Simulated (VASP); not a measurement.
Wanted: the native input for a VASP 6.6.1 run.

```
Task                   : relaxation of cell and atoms
Functional             : PBE
Dispersion             : D3(BJ)
Potentials or basis    : VASP PAW PBE potentials, release 64 (Sb)
Cutoff                 : 600 eV
k mesh                 : 12 × 12 × 12
Occupations            : fermi-dirac, width 0.1 eV
Spin                   : no spin polarisation
Target pressure        : 6.4 GPa
Dipole correction      : no
Further INCAR settings : ALGO = Normal; EDIFF = 1e-07; IBRION = 2; EDIFFG = -0.002; NSW = 80; ISIF = 3
```

The structure of Sb lies in POSCAR:

```
Sb
1.0
    2.1004567231      1.2126992545      3.5140683152
   -2.1004567231      1.2126992545      3.5140683152
    0.0000000000     -2.4253985090      3.5140683152
Sb
2
Direct
    0.2399556734      0.2399556734      0.2399556734
    0.7600443266      0.7600443266      0.7600443266
```

One way to write it, as run:

INCAR

```
SYSTEM = Sb
  ALGO = Normal
  EDIFF = 1E-7
  EDIFFG = -0.002
  ENCUT = 600
  GGA = PE
  IBRION = 2
  ISIF = 3
  ISMEAR = -1
  IVDW = 12
  LASPH = .True.
  LCHARG = .False.
  LREAL = .False.
  LWAVE = .False.
  NELM = 60
  NSW = 80
  PREC = Accurate
  PSTRESS = 64.0
  SIGMA = 0.1
```

KPOINTS

```
k-points
0
Gamma
  12 12 12
  0 0 0
```

Potentials or basis: VASP PAW PBE potentials, release 64 (Sb).

Run with:

```sh
$ cat potpaw_PBE.64/Sb/POTCAR > POTCAR
$ mpirun -np 1 vasp_std > vasp.out
```

Results of the run:

The relaxed volume is 26.41 Å³/atom, the relaxed cell is a = 4.212 Å, b = 4.212 Å, c = 4.212 Å, α = 59.96°, β = 59.96°, γ = 59.96° and the space group after relaxing (to 0.05 Å) is Pm-3m (No. 221). The energy change on relaxing (the enthalpy is what falls) is +11.7 meV/atom and the ionic steps are 20. The pressure after relaxing is 6.4 GPa, the band gap on the k mesh is zero (band 5 reaches 9.05 eV, above the bottom of band 6 at 8.04 eV) and the dispersion energy per atom is -0.542 eV.

Caveat: the cell is relaxed towards a set pressure, so the enthalpy falls and the energy may rise; spin-orbit coupling is left out, which moves the levels of the heavy elements; pairwise dispersion overbinds metals, which lowers pressure and volume.

Run time: 8.9 min on 1 thread of AMD EPYC 9R45 96-Core Processor (Zen 5), with other jobs on the host, peak memory 0.27 GiB.
